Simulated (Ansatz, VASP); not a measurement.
# One calculation of Ag, two programs

```
CELL_PARAMETERS angstrom
0.00000 2.04310 1.98181
2.04310 0.00000 1.98181
2.04310 2.04310 0.00000
ATOMIC_POSITIONS crystal
Ag 0.00000 0.00000 0.00000
```

Change from the starting cell: zz strain of -3 %, crystal datasets.

Alike in both runs: task electric field gradients; functional PBE; k mesh 15 × 15 × 15; occupations fermi-dirac, width 0.05 eV; no spin polarisation.

|  | VASP | Ansatz |
| --- | --- | --- |
| version | VASP 6.6.1 | Ansatz 0.2.0 |
| potentials or method | VASP PAW PBE potentials, release 64 (Ag), cutoff 520 eV | all-electron PAW with datasets made for the crystal, scalar-relativistic |

VASP gave:

| Property | Result |
| --- | --- |
| pressure (GPa) | 8.3 |
| traceless stress, the component that is largest in VASP (GPa) | 0.27 |
| size of Vzz on the site where it differs most (V/Å²) | 0.9 |

Which values does Ansatz return?

Pressure (GPa): 8.5; traceless stress, the component that is largest in VASP (GPa): 0.28; size of Vzz on the site where it differs most (V/Å²): 1.9.

Ansatz ran all-electron here, and VASP with PAW potentials.
